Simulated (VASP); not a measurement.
# Be (Fm-3m) in VASP: further runs

Be is run at these levels: PBEsol; tasks: single point, relaxation of cell and atoms.

All numbers are computed with VASP 6.6.1; they aren't measurements. Logs are shortened: lines on timing, memory, paths and dates and some standing lists are left out, and cuts for length are marked.

## Step 1: The cell of the first run

Symmetry: Fm-3m, No. 225, cubic system. The conventional cell has a = 2.667 Å, b = 2.667 Å, c = 2.667 Å, α = 90.00°, β = 90.00°, γ = 90.00°. Be (site symmetry m-3m) has 12 Be at 1.89 Å within 2.5 Å.

This isn't the form of Be at room conditions, which is hcp.

## Step 2: Single point, PBEsol

INCAR reads:

```
SYSTEM = Be
  ALGO = Normal
  EDIFF = 1E-7
  ENCUT = 520
  GGA = PS
  ISIF = 2
  ISMEAR = -1
  LASPH = .True.
  LCHARG = .False.
  LREAL = .False.
  LWAVE = .False.
  NBANDS = 7
  NELM = 60
  PREC = Accurate
  SIGMA = 0.05
```

KPOINTS reads:

```
k-points
0
Gamma
  25 25 25
  0 0 0
```

POSCAR reads:

```
Be
1.0
    0.0000000000      1.3333363250      1.3333363250
    1.3333363250      0.0000000000      1.3333363250
    1.3333363250      1.3333363250      0.0000000000
Be
1
Direct
    0.0000000000      0.0000000000      0.0000000000
```

Potentials or basis: VASP PAW PBE potentials, release 64 (Be).

The run is started by

```
> cat potpaw_PBE.64/Be/POTCAR > POTCAR
> mpirun -np 1 vasp_std > vasp.out
```

OUTCAR:

```text
SYSTEM = Be
   EDIFF = 1E-7
   ENCUT = 520
   GGA = PS
   ISIF = 2
   ISMEAR = -1
   LASPH = .True.
   LREAL = .False.
   NELM = 60
   PREC = Accurate

 ion  position               nearest neighbor table
   1  0.000  0.000  0.000-

  LATTYP: Found a face centered cubic cell.
 ALAT       =     2.6666726500

  Lattice vectors:

 A1 = (   0.0000000000,   1.3333363250,   1.3333363250)
 A2 = (   1.3333363250,   0.0000000000,   1.3333363250)
 A3 = (   1.3333363250,   1.3333363250,   0.0000000000)

Analysis of symmetry for initial positions (statically):
=====================================================================
 Subroutine PRICEL returns:
 Original cell was already a primitive cell.

 Routine SETGRP: Setting up the symmetry group for a
 face centered cubic supercell.

 Subroutine GETGRP returns: Found 48 space group operations
 (whereof 48 operations were pure point group operations)
 out of a pool of 48 trial point group operations.

The static configuration has the point symmetry O_h .

Analysis of symmetry for dynamics (positions and initial velocities):
=====================================================================
 Subroutine PRICEL returns:
 Original cell was already a primitive cell.

 Routine SETGRP: Setting up the symmetry group for a
 face centered cubic supercell.

 Subroutine GETGRP returns: Found 48 space group operations
 (whereof 48 operations were pure point group operations)
 out of a pool of 48 trial point group operations.

The dynamic configuration has the point symmetry O_h .

 Subroutine INISYM returns: Found 48 space group operations
 (whereof 48 operations are pure point group operations),
 and found     1 'primitive' translations

----------------------------------------------------------------------------------------

                                     Primitive cell

  volume of cell :       4.7408

  direct lattice vectors                    reciprocal lattice vectors
     0.000000000  1.333336325  1.333336325    -0.374999159  0.374999159  0.374999159
     1.333336325  0.000000000  1.333336325     0.374999159 -0.374999159  0.374999159
     1.333336325  1.333336325  0.000000000     0.374999159  0.374999159 -0.374999159

  length of vectors
     1.885622314  1.885622314  1.885622314     0.649517595  0.649517595  0.649517595

  position of ions in fractional coordinates (direct lattice)
     0.000000000  0.000000000  0.000000000

  ion indices of the primitive-cell ions
   primitive index   ion index
                 1           1

----------------------------------------------------------------------------------------

 KPOINTS: k-points

Automatic generation of k-mesh.
 Grid dimensions read from file:
 generate k-points for:   25   25   25

 Generating k-lattice:

  Cartesian coordinates                     Fractional coordinates (reciprocal lattice)
    -0.014999966  0.014999966  0.014999966     0.040000000  0.000000000  0.000000000
     0.014999966 -0.014999966  0.014999966     0.000000000  0.040000000  0.000000000
     0.014999966  0.014999966 -0.014999966     0.000000000  0.000000000  0.040000000

  Length of vectors
     0.025980704  0.025980704  0.025980704

  Shift w.r.t. Gamma in fractional coordinates (k-lattice)
     0.000000000  0.000000000  0.000000000

 Subroutine IBZKPT returns following result:
 ===========================================

 Found    455 irreducible k-points:

 Following reciprocal coordinates:
            Coordinates               Weight
  0.000000  0.000000  0.000000      1.000000
  0.040000  0.000000  0.000000      8.000000
  0.080000  0.000000  0.000000      8.000000
  0.120000  0.000000  0.000000      8.000000
  0.160000  0.000000  0.000000      8.000000
  0.200000  0.000000  0.000000      8.000000
[... 16 lines left out ...]
  0.400000  0.040000  0.000000     24.000000
  0.440000  0.040000  0.000000     24.000000
 [... further k-points ...]
   k-points           NKPTS =    455   k-points in BZ     NKDIM =    455   number of bands    NBANDS=      7
   number of dos      NEDOS =    301   number of ions     NIONS =      1
   total plane-waves  NPLWV =   2744
   dimension x,y,z NGX =    14 NGY =   14 NGZ =   14
   dimension x,y,z NGXF=    28 NGYF=   28 NGZF=   28
   ions per type =               1
   NGX,Y,Z   is equivalent  to a cutoff of  12.34, 12.34, 12.34 a.u.
   NGXF,Y,Z  is equivalent  to a cutoff of  24.69, 24.69, 24.69 a.u.
 SYSTEM =  Be
   PREC   = accura    normal or accurate (medium, high low for compatibility)
   ISTART =      0    job   : 0-new  1-cont  2-samecut
   ICHARG =      2    charge: 1-file 2-atom 10-const
   ISPIN  =      1    spin polarized calculation?
   LNONCOLLINEAR =      F non collinear calculations
   LSORBIT =      F    spin-orbit coupling
   LASPH  =      T    aspherical Exc in radial PAW
   ENCUT  =  520.0 eV  38.22 Ry    6.18 a.u.   3.51  3.51  3.51*2*pi/ulx,y,z
   NELM   =     60;   NELMIN=  2; NELMDL= -5     # of ELM steps
   EDIFF  = 0.1E-06   stopping-criterion for ELM
   LREAL  =      F    real-space projection
   EDIFFG = 0.1E-05   stopping-criterion for IOM
   NSW    =      0    number of steps for IOM
   IBRION =     -1    ionic relax: 0-MD 1-quasi-New 2-CG
   NFREE  =      0    steps in history (QN), initial steepest desc. (CG)
   ISIF   =      2    stress and relaxation
   ISYM   =      2    0-nonsym 1-usesym 2-fastsym
   POTIM  = 0.5000    time-step for ionic-motion
   TEBEG  =    0.0;   TEEND  =   0.0 temperature during run
   PSTRESS=    0.0 pullay stress
   NELECT =       2.0000    total number of electrons
   NUPDOWN=      -1.0000    fix difference up-down
   EMIN   =  10.00;   EMAX   =-10.00  energy-range for DOS
   EFERMI =   0.00;   METHOD = LEGACY
   ISMEAR =    -1;   SIGMA  =   0.05  broadening in eV -4-tet -1-fermi 0-gaus
   EFERMI_NEDOS =   21; number of points for ismear=-14 and -15
   IALGO  =     38    algorithm
   IMIX   =      4    mixing-type and parameters
     AMIX     =   0.40;   BMIX     =  1.00
     AMIX_MAG =   1.60;   BMIX_MAG =  1.00
  volume/ion in A,a.u.               =       4.74        31.99
  Fermi-wavevector in a.u.,A,eV,Ry     =   1.227821  2.320246 20.511393  1.507545
  Thomas-Fermi vector in A             =   2.362770
   LORBIT       =      0    0 simple, 1 ext, 2 COOP (PROOUT), +10 PAW based schemes
   GGA     = PS    functional components
   LHFCALC =     F    Hartree Fock is set to
   AEXX    =    0.0000 exact exchange contribution
   IVDW    =     0    specifies the selected vdW correction
   LEPSILON=     F    determine dielectric tensor
   LRPA    =     F    only Hartree local field effects (RPA)
 non-spin polarized calculation
  energy-cutoff  :      520.00
  volume of cell :        4.74
 maximum number of plane-waves:       138
 NGX is ok and might be reduce to    14
   NGX =  7   NGY =  7   NGZ =  7

 number of electron       2.0000000 magnetization

 Free energy of the ion-electron system (eV)
  ---------------------------------------------------
  ext. energy  EPLUGINS =         0.00000000
  ---------------------------------------------------
  free energy    TOTEN  =        -2.97928681 eV

  energy without entropy =       -2.97880131  energy(sigma->0) =       -2.97904406

 E-fermi :  12.6585     XC(G=0): -12.4243

 val. band max:       12.5836703385   @ k =  -0.2800   0.4400   0.2000
 cond. band min:      12.6673924602   @ k =  -0.3600   0.3600   0.0400
 fundamental gap:      0.0837221218
 Fermi energy:        12.6585252705

 k-point     1 :       0.0000    0.0000    0.0000
  band No.  band energies     occupation
      1      -2.1090      2.00000
      2      41.6315      0.00000
      3      41.6315      0.00000
      4      41.6315      0.00000
      5      52.9434      0.00000
      6      52.9434      0.00000
      7      52.9434      0.00000

 k-point     2 :       0.0400    0.0000    0.0000
  band No.  band energies     occupation
      1      -2.0506      2.00000
      2      40.8952      0.00000
      3      41.4665      0.00000
      4      41.4665      0.00000
      5      51.8196      0.00000
      6      53.2408      0.00000
      7      53.2408      0.00000

 k-point     3 :       0.0800    0.0000    0.0000
  band No.  band energies     occupation
      1      -1.8749      2.00000
      2      38.8926      0.00000
      3      41.0275      0.00000
      4      41.0275      0.00000
      5      50.9805      0.00000
      6      54.0445      0.00000
      7      54.0445      0.00000

 k-point     4 :       0.1200    0.0000    0.0000
  band No.  band energies     occupation
      1      -1.5814      2.00000
      2      36.1472      0.00000
      3      40.4331      0.00000
      4      40.4331      0.00000
      5      50.9424      0.00000
      6      55.0942      0.00000
      7      55.0942      0.00000

 k-point     5 :       0.1600    0.0000    0.0000
  band No.  band energies     occupation
      1      -1.1695      2.00000
      2      33.1189      0.00000
      3      39.7919      0.00000
      4      39.7919      0.00000
      5      51.4196      0.00000
      6      55.8594      0.00000
      7      55.8594      0.00000
[... 161 lines left out ...]
 k-point    22 :       0.3600    0.0400    0.0000
  band No.  band energies     occupation
      1       2.2874      2.00000
      2      20.0921      0.00000
      3      36.4590      0.00000
      4      38.3532      0.00000
      5      48.0747      0.00000
      6      52.3200      0.00000
      7      54.6177      0.00000

 k-point    23 :       0.4000    0.0400    0.0000
  band No.  band energies     occupation
      1       3.2231      2.00000
      2      17.9665      0.00000
      3      36.4041      0.00000
      4      37.9048      0.00000
      5      47.3555      0.00000
      6      51.1806      0.00000
      7      54.0015      0.00000

 k-point    24 :       0.4400    0.0400    0.0000
  band No.  band energies     occupation
      1       4.0950      2.00000
      2      16.2545      0.00000
      3      36.4681      0.00000
      4      37.4893      0.00000
      5      46.9164      0.00000
      6      50.2652      0.00000
      7      53.5476      0.00000

 [... further k-points ...]

------------------------ aborting loop because EDIFF is reached ----------------------------------------

  FORCE on cell =-STRESS in cart. coord.  units (eV):
  Direction    XX          YY          ZZ          XY          YZ          ZX
  --------------------------------------------------------------------------------------
  -------------------------------------------------------------------------------------
  Total        4.1830673      4.1830673      4.1830673     -0.0000000      0.0000000      0.0000000
  in kB     1413.6968937   1413.6968937   1413.6968937     -0.0000000      0.0000000      0.0000000
  external PRESSURE =    1413.6968937 kB  Pullay stress =       0.0000000 kB

 VOLUME and BASIS-vectors are now :
 -----------------------------------------------------------------------------
  energy-cutoff  :      520.00
  volume of cell :        4.74
      direct lattice vectors                 reciprocal lattice vectors
     0.000000000  1.333336325  1.333336325    -0.374999159  0.374999159  0.374999159
     1.333336325  0.000000000  1.333336325     0.374999159 -0.374999159  0.374999159
     1.333336325  1.333336325  0.000000000     0.374999159  0.374999159 -0.374999159

 POSITION                                       TOTAL-FORCE (eV/Angst)
 -----------------------------------------------------------------------------------
      0.00000      0.00000      0.00000        -0.000000     -0.000000     -0.000000
 -----------------------------------------------------------------------------------
    total drift:                                0.000000     -0.000000      0.000000

  FREE ENERGIE OF THE ION-ELECTRON SYSTEM (eV)
  ---------------------------------------------------
  free  energy   TOTEN  =        -2.9792868072 eV

  energy  without entropy=       -2.9788013073  energy(sigma->0) =       -2.97904406
```

Wall time 14 s (1 thread of Intel Xeon 8259CL, shared host); peak memory 0.12 GiB.

Results:

| Quantity | Value |
| --- | --- |
| Free energy | -2.9793 eV |
| Pressure | 141.4 GPa |
| Band gap on the k mesh | zero (bands 1 and 2 overlap by 1.13 eV) |

Caveat: the cell stands under pressure; the PAW data sets were made with another functional, which shifts forces and pressure a little.

## Step 3: Single point, PBEsol

INCAR reads:

```
SYSTEM = Be
PREC = Accurate
ENCUT = 520
EDIFF = 1E-6
ISMEAR = -1
SIGMA = 0.05
LREAL = .False.
LASPH = .True.
NELM = 100
ALGO = Normal
ISIF = 2
LWAVE = .False.
LCHARG = .False.
GGA = PS
NBANDS = 7
```

KPOINTS reads:

```
Automatic mesh
0
Gamma
  25 25 25
  0 0 0
```

POSCAR reads:

```
Be
1.0
    0.0000000000      1.3327007265      1.3327007265
    1.3327007265      0.0000000000      1.3327007265
    1.3327007265      1.3327007265      0.0000000000
Be
1
Direct
    0.0000000000      0.0000000000      0.0000000000
```

Potentials or basis: VASP PAW PBE potentials, release 64 (Be).

The run is started by

```
> cat potpaw_PBE.64/Be/POTCAR > POTCAR
> mpirun -np 1 vasp_std > vasp.out
```

It took 10 s on 1 thread of Intel Xeon 8259CL, shared host; peak memory 0.12 GiB.

It converged, with:

- Free energy: -2.9733 eV
- Pressure: 142.1 GPa
- Band gap on the k mesh: zero (bands 1 and 2 overlap by 1.13 eV)

Levels at points of the mesh, in eV from the Fermi level:
| k point | band 1 | band 2 | band 3 | band 4 | band 5 | band 6 |
| --- | --- | --- | --- | --- | --- | --- |
| (0.00, 0.00, 0.00) | -14.77 | 29.00 | 29.00 | 29.00 | 40.32 | 40.32 |

Caveat: the cell stands under pressure; the PAW data sets were made with another functional, which shifts forces and pressure a little.

(Part 1 of 2 ends here.)
